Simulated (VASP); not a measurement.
# GaAs (F-43m) in VASP: notebook

The runs below take GaAs through single point, with PBE.

Everything below comes from runs of VASP 6.6.1. Logs are shortened: lines on timing, memory, paths and dates and some standing lists are left out, and cuts for length are marked.

## 1. The cell of the first run

It takes space group F-43m (No. 216, cubic). The conventional cell has a = 5.496 Å, b = 5.496 Å, c = 5.496 Å, α = 90.00°, β = 90.00°, γ = 90.00°. Within 3.1 Å of Ga (site symmetry -43m) lie 4 As at 2.38 Å. As (site symmetry -43m) has 4 Ga at 2.38 Å within 3.1 Å.

## 2. Single point, PBE (strain -3.0%)

The input, INCAR:

```
SYSTEM = GaAs
  ALGO = Normal
  EDIFF = 1E-6
  ENCUT = 520
  GGA = PE
  ISIF = 2
  ISMEAR = 0
  LASPH = .TRUE.
  LCHARG = .TRUE.
  LELF = .TRUE.
  LREAL = .FALSE.
  LVHAR = .TRUE.
  LWAVE = .FALSE.
  NBANDS = 16
  NELM = 100
  PREC = Accurate
  SIGMA = 0.01
```

The input, KPOINTS:

```
k-points
0
G
  4 4 4
  0 0 0
```

The input, POSCAR:

```
GaAs
1.0
    0.0000000000      2.7480925426      2.7480925426
    2.7480925426      0.0000000000      2.7480925426
    2.7480925426      2.7480925426      0.0000000000
Ga As
1 1
Direct
    0.0000000000      0.0000000000      0.0000000000
    0.2500000000      0.2500000000      0.2500000000
```

Potentials or basis: VASP PAW PBE potentials, release 64 (Ga_d, As).

Started as:

```bash
cat potpaw_PBE.64/Ga_d/POTCAR potpaw_PBE.64/As/POTCAR > POTCAR
mpirun -np 1 vasp_std > vasp.out
```

OUTCAR:

```text
SYSTEM = GaAs
   EDIFF = 1E-6
   ENCUT = 520
   GGA = PE
   ISIF = 2
   ISMEAR = 0
   LASPH = .TRUE.
   LREAL = .FALSE.
   NELM = 100
   PREC = Accurate

 ion  position               nearest neighbor table
   1  0.000  0.000  0.000-   2 2.38   2 2.38   2 2.38   2 2.38
   2  0.250  0.250  0.250-   1 2.38   1 2.38   1 2.38   1 2.38

  LATTYP: Found a face centered cubic cell.
 ALAT       =     5.4961850852

  Lattice vectors:

 A1 = (   0.0000000000,   2.7480925426,   2.7480925426)
 A2 = (   2.7480925426,   0.0000000000,   2.7480925426)
 A3 = (   2.7480925426,   2.7480925426,   0.0000000000)

Analysis of symmetry for initial positions (statically):
=====================================================================
 Subroutine PRICEL returns:
 Original cell was already a primitive cell.

 Routine SETGRP: Setting up the symmetry group for a
 face centered cubic supercell.

 Subroutine GETGRP returns: Found 24 space group operations
 (whereof 24 operations were pure point group operations)
 out of a pool of 48 trial point group operations.

The static configuration has the point symmetry T_d .

Analysis of symmetry for dynamics (positions and initial velocities):
=====================================================================
 Subroutine PRICEL returns:
 Original cell was already a primitive cell.

 Routine SETGRP: Setting up the symmetry group for a
 face centered cubic supercell.

 Subroutine GETGRP returns: Found 24 space group operations
 (whereof 24 operations were pure point group operations)
 out of a pool of 48 trial point group operations.

The dynamic configuration has the point symmetry T_d .

 Subroutine INISYM returns: Found 24 space group operations
 (whereof 24 operations are pure point group operations),
 and found     1 'primitive' translations

----------------------------------------------------------------------------------------

                                     Primitive cell

  volume of cell :      41.5073

  direct lattice vectors                    reciprocal lattice vectors
     0.000000000  2.748092543  2.748092543    -0.181944382  0.181944382  0.181944382
     2.748092543  0.000000000  2.748092543     0.181944382 -0.181944382  0.181944382
     2.748092543  2.748092543  0.000000000     0.181944382  0.181944382 -0.181944382

  length of vectors
     3.886389744  3.886389744  3.886389744     0.315136914  0.315136914  0.315136914

[... 62 lines left out ...]
   NELM   =    100;   NELMIN=  2; NELMDL= -5     # of ELM steps
   EDIFF  = 0.1E-05   stopping-criterion for ELM
   LREAL  =      F    real-space projection
   EDIFFG = 0.1E-04   stopping-criterion for IOM
   NSW    =      0    number of steps for IOM
   IBRION =     -1    ionic relax: 0-MD 1-quasi-New 2-CG
   NFREE  =      0    steps in history (QN), initial steepest desc. (CG)
   ISIF   =      2    stress and relaxation
   ISYM   =      2    0-nonsym 1-usesym 2-fastsym
   POTIM  = 0.5000    time-step for ionic-motion
   TEBEG  =    0.0;   TEEND  =   0.0 temperature during run
   PSTRESS=    0.0 pullay stress
   NELECT =      18.0000    total number of electrons
   NUPDOWN=      -1.0000    fix difference up-down
   EMIN   =  10.00;   EMAX   =-10.00  energy-range for DOS
   EFERMI =   0.00;   METHOD = LEGACY
   ISMEAR =     0;   SIGMA  =   0.01  broadening in eV -4-tet -1-fermi 0-gaus
   EFERMI_NEDOS =   21; number of points for ismear=-14 and -15
   IALGO  =     38    algorithm
   IMIX   =      4    mixing-type and parameters
     AMIX     =   0.40;   BMIX     =  1.00
     AMIX_MAG =   1.60;   BMIX_MAG =  1.00
  volume/ion in A,a.u.               =      20.75       140.05
  Fermi-wavevector in a.u.,A,eV,Ry     =   1.239151  2.341656 20.891688  1.535496
  Thomas-Fermi vector in A             =   2.373647
   LORBIT       =      0    0 simple, 1 ext, 2 COOP (PROOUT), +10 PAW based schemes
   GGA     = PE    functional components
   LHFCALC =     F    Hartree Fock is set to
   AEXX    =    0.0000 exact exchange contribution
   IVDW    =     0    specifies the selected vdW correction
   LEPSILON=     F    determine dielectric tensor
   LRPA    =     F    only Hartree local field effects (RPA)
 non-spin polarized calculation
 Gauss-broadening in eV      SIGMA  =   0.01
  energy-cutoff  :      520.00
  volume of cell :       41.51
 maximum number of plane-waves:      1139
 NGX is ok and might be reduce to    30
   NGX = 15   NGY = 15   NGZ = 15

 number of electron      18.0000000 magnetization

 Free energy of the ion-electron system (eV)
  ---------------------------------------------------
  ext. energy  EPLUGINS =         0.00000000
  ---------------------------------------------------
  free energy    TOTEN  =        -7.90263137 eV

  energy without entropy =       -7.90263137  energy(sigma->0) =       -7.90263137

 E-fermi :   4.9390     XC(G=0):  -9.9485

 val. band max:        4.8168270709   @ k =   0.0000   0.0000   0.0000
 cond. band min:       5.9876458332   @ k =   0.0000   0.0000   0.0000
 fundamental gap:      1.1708187623
 Fermi energy:         4.9390462439

 k-point     1 :       0.0000    0.0000    0.0000
  band No.  band energies     occupation
      1     -10.2192      2.00000
      2     -10.2192      2.00000
      3     -10.2192      2.00000
      4     -10.1183      2.00000
      5     -10.1183      2.00000
      6      -8.5585      2.00000
[... 129 lines left out ...]
      3     -10.1620      2.00000
      4     -10.1328      2.00000
      5     -10.1137      2.00000
      6      -5.5662      2.00000
[... 8 lines left out ...]
     15      17.5876      0.00000
     16      18.6977      0.00000

------------------------ aborting loop because EDIFF is reached ----------------------------------------

  FORCE on cell =-STRESS in cart. coord.  units (eV):
  Direction    XX          YY          ZZ          XY          YZ          ZX
  --------------------------------------------------------------------------------------
  -------------------------------------------------------------------------------------
  Total        3.0323651      3.0323651      3.0323651      0.0000000      0.0000000     -0.0000000
  in kB      117.0490821    117.0490821    117.0490821      0.0000000      0.0000000     -0.0000000
  external PRESSURE =     117.0490821 kB  Pullay stress =       0.0000000 kB

 VOLUME and BASIS-vectors are now :
 -----------------------------------------------------------------------------
  energy-cutoff  :      520.00
  volume of cell :       41.51
      direct lattice vectors                 reciprocal lattice vectors
     0.000000000  2.748092543  2.748092543    -0.181944382  0.181944382  0.181944382
     2.748092543  0.000000000  2.748092543     0.181944382 -0.181944382  0.181944382
     2.748092543  2.748092543  0.000000000     0.181944382  0.181944382 -0.181944382

 POSITION                                       TOTAL-FORCE (eV/Angst)
 -----------------------------------------------------------------------------------
      0.00000      0.00000      0.00000        -0.000000     -0.000000     -0.000000
      1.37405      1.37405      1.37405         0.000000      0.000000      0.000000
 -----------------------------------------------------------------------------------
    total drift:                                0.000001      0.000001      0.000001

  FREE ENERGIE OF THE ION-ELECTRON SYSTEM (eV)
  ---------------------------------------------------
  free  energy   TOTEN  =        -7.9026313674 eV

  energy  without entropy=       -7.9026313674  energy(sigma->0) =       -7.90263137
```

stdout:

```text
POSCAR found type information on POSCAR GaAs
 POSCAR found :  2 types and       2 ions
 scaLAPACK will be used
 LDA part: xc-table for (Slater+PW92), standard interpolation
 POSCAR, INCAR and KPOINTS ok, starting setup
 FFT: planning ... GRIDC
 FFT: planning ... GRID_SOFT
 FFT: planning ... GRID
 WAVECAR not read
 entering main loop
```

Wall time 15 s (1 thread of Intel Xeon Platinum 8175M at 2.50GHz (Skylake/Cascade Lake), shared host); peak memory 0.16 GiB.

Results:

```yaml
Free_energy: -7.9026 eV
Pressure: 11.7 GPa
Band_gap_on_the_k_mesh: 1.17 eV
```

Caveat: the k points lie up to 0.50 Å⁻¹ apart; the cell differs from its parent crystal (strain -3.0%).

## 3. Single point, PBE (strain -4.0%)

The input, INCAR:

```
PREC = Accurate ; ENCUT = 520
EDIFF = 1E-7 ; ISMEAR = -1
SIGMA = 0.02 ; LREAL = F
LASPH = T ; NELM = 100
ALGO = Normal ; ISIF = 2
LWAVE = F ; LCHARG = F
GGA = PE ; NBANDS = 16
```

The input, KPOINTS:

```
regular mesh
0
Gamma
  8 8 8
```

The input, POSCAR:

```
GaAs
1.0
    0.0000000000      2.7197616916      2.7197616916
    2.7197616916      0.0000000000      2.7197616916
    2.7197616916      2.7197616916      0.0000000000
Ga As
1 1
Direct
    0.0000000000      0.0000000000      0.0000000000
    0.2500000000      0.2500000000      0.2500000000
```

Potentials or basis: VASP PAW PBE potentials, release 64 (Ga_d, As).

Started as:

```bash
cat potpaw_PBE.64/Ga_d/POTCAR potpaw_PBE.64/As/POTCAR > POTCAR
mpirun -np 1 vasp_std > vasp.out
```

OUTCAR:

```text
PREC = Accurate
   ENCUT = 520
   EDIFF = 1E-7
   ISMEAR = -1
   LREAL = F
   LASPH = T
   NELM = 100
   ISIF = 2
   GGA = PE

 ion  position               nearest neighbor table
   1  0.000  0.000  0.000-   2 2.36   2 2.36   2 2.36   2 2.36
   2  0.250  0.250  0.250-   1 2.36   1 2.36   1 2.36   1 2.36

  LATTYP: Found a face centered cubic cell.
 ALAT       =     5.4395233832

  Lattice vectors:

 A1 = (   0.0000000000,   2.7197616916,   2.7197616916)
 A2 = (   2.7197616916,   0.0000000000,   2.7197616916)
 A3 = (   2.7197616916,   2.7197616916,   0.0000000000)

Analysis of symmetry for initial positions (statically):
=====================================================================
 Subroutine PRICEL returns:
 Original cell was already a primitive cell.

 Routine SETGRP: Setting up the symmetry group for a
 face centered cubic supercell.

 Subroutine GETGRP returns: Found 24 space group operations
 (whereof 24 operations were pure point group operations)
 out of a pool of 48 trial point group operations.

The static configuration has the point symmetry T_d .

Analysis of symmetry for dynamics (positions and initial velocities):
=====================================================================
 Subroutine PRICEL returns:
 Original cell was already a primitive cell.

 Routine SETGRP: Setting up the symmetry group for a
 face centered cubic supercell.

 Subroutine GETGRP returns: Found 24 space group operations
 (whereof 24 operations were pure point group operations)
 out of a pool of 48 trial point group operations.

The dynamic configuration has the point symmetry T_d .

 Subroutine INISYM returns: Found 24 space group operations
 (whereof 24 operations are pure point group operations),
[... 104 lines left out ...]
   POTIM  = 0.5000    time-step for ionic-motion
   TEBEG  =    0.0;   TEEND  =   0.0 temperature during run
   PSTRESS=    0.0 pullay stress
   NELECT =      18.0000    total number of electrons
   NUPDOWN=      -1.0000    fix difference up-down
   EMIN   =  10.00;   EMAX   =-10.00  energy-range for DOS
   EFERMI =   0.00;   METHOD = LEGACY
   ISMEAR =    -1;   SIGMA  =   0.02  broadening in eV -4-tet -1-fermi 0-gaus
   EFERMI_NEDOS =   21; number of points for ismear=-14 and -15
   IALGO  =     38    algorithm
   IMIX   =      4    mixing-type and parameters
     AMIX     =   0.40;   BMIX     =  1.00
     AMIX_MAG =   1.60;   BMIX_MAG =  1.00
  volume/ion in A,a.u.               =      20.12       135.77
  Fermi-wavevector in a.u.,A,eV,Ry     =   1.252059  2.366049 21.329199  1.567652
  Thomas-Fermi vector in A             =   2.385977
   LORBIT       =      0    0 simple, 1 ext, 2 COOP (PROOUT), +10 PAW based schemes
   GGA     = PE    functional components
   LHFCALC =     F    Hartree Fock is set to
   AEXX    =    0.0000 exact exchange contribution
   IVDW    =     0    specifies the selected vdW correction
   LEPSILON=     F    determine dielectric tensor
   LRPA    =     F    only Hartree local field effects (RPA)
 non-spin polarized calculation
  energy-cutoff  :      520.00
  volume of cell :       40.24
 maximum number of plane-waves:      1106
 NGX is ok and might be reduce to    30
   NGX = 15   NGY = 15   NGZ = 15

 number of electron      17.9999988 magnetization

 Free energy of the ion-electron system (eV)
  ---------------------------------------------------
  ext. energy  EPLUGINS =         0.00000000
  ---------------------------------------------------
  free energy    TOTEN  =        -7.98099824 eV

  energy without entropy =       -7.98099824  energy(sigma->0) =       -7.98099824

 E-fermi :   5.5218     XC(G=0): -10.1192

 val. band max:        5.0965051303   @ k =   0.0000   0.0000   0.0000
 cond. band min:       6.3130400321   @ k =   0.5000   0.5000   0.0000
 fundamental gap:      1.2165349018
 Fermi energy:         5.5218347468

 k-point     1 :       0.0000    0.0000    0.0000
  band No.  band energies     occupation
      1      -9.9711      2.00000
      2      -9.9711      2.00000
      3      -9.9711      2.00000
      4      -9.8588      2.00000
      5      -9.8588      2.00000
      6      -8.5304      2.00000
[... 433 lines left out ...]
      3      -9.9239      2.00000
      4      -9.8660      2.00000
      5      -9.8541      2.00000
      6      -5.9649      2.00000
[... 8 lines left out ...]
     15      17.0806      0.00000
     16      17.9353      0.00000

 [... further k-points ...]
[... 5 lines left out ...]
  --------------------------------------------------------------------------------------
  -------------------------------------------------------------------------------------
  Total        3.7447979      3.7447979      3.7447979      0.0000000      0.0000000      0.0000000
  in kB      149.1133103    149.1133103    149.1133103      0.0000000      0.0000000      0.0000000
  external PRESSURE =     149.1133103 kB  Pullay stress =       0.0000000 kB

 VOLUME and BASIS-vectors are now :
 -----------------------------------------------------------------------------
  energy-cutoff  :      520.00
  volume of cell :       40.24
      direct lattice vectors                 reciprocal lattice vectors
     0.000000000  2.719761692  2.719761692    -0.183839636  0.183839636  0.183839636
     2.719761692  0.000000000  2.719761692     0.183839636 -0.183839636  0.183839636
     2.719761692  2.719761692  0.000000000     0.183839636  0.183839636 -0.183839636

 POSITION                                       TOTAL-FORCE (eV/Angst)
 -----------------------------------------------------------------------------------
      0.00000      0.00000      0.00000        -0.000000     -0.000000      0.000000
      1.35988      1.35988      1.35988         0.000000      0.000000     -0.000000
 -----------------------------------------------------------------------------------
    total drift:                                0.000001      0.000001      0.000001

  FREE ENERGIE OF THE ION-ELECTRON SYSTEM (eV)
  ---------------------------------------------------
  free  energy   TOTEN  =        -7.9809982397 eV

  energy  without entropy=       -7.9809982397  energy(sigma->0) =       -7.98099824
```

stdout:

```text
POSCAR found type information on POSCAR GaAs
 POSCAR found :  2 types and       2 ions
 scaLAPACK will be used
 LDA part: xc-table for (Slater+PW92), standard interpolation
 POSCAR, INCAR and KPOINTS ok, starting setup
 FFT: planning ... GRIDC
 FFT: planning ... GRID_SOFT
 FFT: planning ... GRID
 WAVECAR not read
 entering main loop
```

Wall time 33 s (1 thread of Intel Xeon Platinum 8175M at 2.50GHz (Skylake/Cascade Lake), shared host); peak memory 0.17 GiB.

What came out:

```
Free energy            : -7.9810 eV
Pressure               : 14.9 GPa
Band gap on the k mesh : 1.22 eV (least direct gap 1.43 eV)
```

Caveat: the cell differs from its parent crystal (strain -4.0%); the cell stands under pressure. A k mesh can miss the band edges.
